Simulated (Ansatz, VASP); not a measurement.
## One calculation of Rh, two programs

```
Rh
1.0
     0.00000    1.89785    1.89785
     1.89785    0.00000    1.89785
     1.89785    1.89785    0.00000
Rh
1
Direct
  0.00000 0.00000 0.00000
```

Alike in both runs: task single point; functional PBE; k mesh 12 × 12 × 12; no spin polarisation.

```csv
,VASP,Ansatz
version,VASP 6.6.1,Ansatz 0.2.0
potentials or method,"VASP PAW PBE potentials, release 64 (Rh_pv), cutoff 500 eV","plane waves, PAW"
occupations,"gaussian, width 0.1 eV",gaussian
valence electrons in the cell,15,17
```

VASP gave:

| Quantity | Value |
| --- | --- |
| pressure (GPa) | 7.5 |

Task: Estimate Ansatz's values.

Result: Pressure (GPa): 7.2.

VASP's potentials hold 15 valence electrons a cell and Ansatz's 17, so a difference there can come from the potentials and not from the codes.
